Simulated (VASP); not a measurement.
Set up this calculation in VASP 6.6.1, as the native input.

```
Task                   : relaxation of cell and atoms
Functional             : PBE
Potentials or basis    : VASP PAW PBE potentials, release 64 (Ti_sv, O)
Cutoff                 : 600 eV
k mesh                 : 8 × 8 × 8
Occupations            : gaussian, width 0.02 eV
Spin                   : no spin polarisation
Hubbard terms          : Ti d U = 4.0 eV
Dipole correction      : no
Further INCAR settings : ALGO = Normal; EDIFF = 1e-07; IBRION = 2; EDIFFG = -0.005; NSW = 100; ISIF = 3
```

The structure of TiO2 lies in POSCAR:

```
TiO2
1.0
   -1.8912698400      1.8912698400      4.8075107874
    1.8912698400     -1.8912698400      4.8075107874
    1.8912698400      1.8912698400     -4.8075107874
Ti O
2 4
Direct
    0.0000000000      0.0000000000      0.0000000000
    0.7500000000      0.2500000000      0.5000000000
    0.9571521200      0.4571521200      0.5000000000
    0.2071521200      0.2071521200      0.0000000000
    0.5428478800      0.0428478800      0.5000000000
    0.7928478800      0.7928478800      0.0000000000
```

These files were run (other wordings do the same):

INCAR

```
PREC = Accurate
ENCUT = 600
EDIFF = 1E-7
ISMEAR = 0
SIGMA = 0.02
LREAL = False
LASPH = True
NELM = 150
ALGO = Normal
ISIF = 3
LWAVE = False
LCHARG = False
LMAXMIX = 4
LDAU = True
LDAUTYPE = 2
LDAUL = 2 -1
LDAUU = 4 0
LDAUJ = 0 0
LDAUPRINT = 1
GGA = PE
IBRION = 2
NSW = 100
EDIFFG = -0.005
```

KPOINTS

```
Automatic mesh
0
Gamma
  8 8 8
```

Potentials or basis: VASP PAW PBE potentials, release 64 (Ti_sv, O).

The run is started by

```sh
$ cat potpaw_PBE.64/Ti_sv/POTCAR potpaw_PBE.64/O/POTCAR > POTCAR
$ mpirun -np 1 vasp_std > vasp.out
```

Results of the run:

```yaml
Relaxed_volume: 12.07 Å³/atom
Relaxed_cell: a = 5.577 Å, b = 5.577 Å, c = 5.577 Å, α = 139.52°, β = 139.52°, γ = 58.58°
Space_group_after_relaxing_to_0.1_Å: I4_1/amd (No. 141)
Energy_gained_by_relaxing: 20.3 meV/atom
Ionic_steps: 10
Pressure_after_relaxing: 0.0 GPa
Largest_force_after_relaxing: 0.005 eV/Å
Band_gap_on_the_k_mesh: 2.58 eV (least direct gap 2.88 eV)
```

Run time: 20 min on 1 thread of AMD EPYC 9R45 96-Core Processor (Zen 5) (shared host), peak memory 0.37 GiB.
